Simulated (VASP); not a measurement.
CdTe:

```
Te Cd
1.0
     0.00000    3.20500    3.20500
     3.20500    0.00000    3.20500
     3.20500    3.20500    0.00000
Te Cd
1 1
Cartesian
  4.8075 4.8075 4.8075
  0.0000 0.0000 0.0000
```

* Program: VASP 6.6.1
* Task: relaxation of cell and atoms
* Functional: RPBE
* Dispersion: D4
* Potentials or basis: VASP PAW PBE potentials, release 64 (Te, Cd)
* Cutoff: 600 eV
* k mesh: 7 × 7 × 7
* Occupations: fermi-dirac, width 0.05 eV
* Spin: no spin polarisation

At the start: pressure 2.2 GPa; volume 32.92 Å³/atom.

Question: Where does the relaxation end?

Answer: Over 3 steps the energy falls by 11.6 meV/atom and the volume is 34.67 Å³/atom (+5.3 %); space group F-43m (No. 216, to 0.05 Å).

Step by step:
```
step  energy change (eV)  largest force (eV/Å)  pressure (GPa)  volume (Å³)
   1              0.0000                0.0000            2.24        65.84
   2             -0.0216                0.0000           -0.51        70.33
   3             -0.0232                0.0000            0.00        69.34
```

Final structure:
```yaml
crystal:
  lattice:
    - [0.00000, 3.26074, 3.26074]
    - [3.26074, 0.00000, 3.26074]
    - [3.26074, 3.26074, 0.00000]
  atoms:
    - { symbol: Te, position: [0.75000, 0.75000, 0.75000] }
    - { symbol: Cd, position: [0.00000, 0.00000, 0.00000] }
```

Caveat: the PAW data sets were made with another functional, which shifts forces and pressure a little.
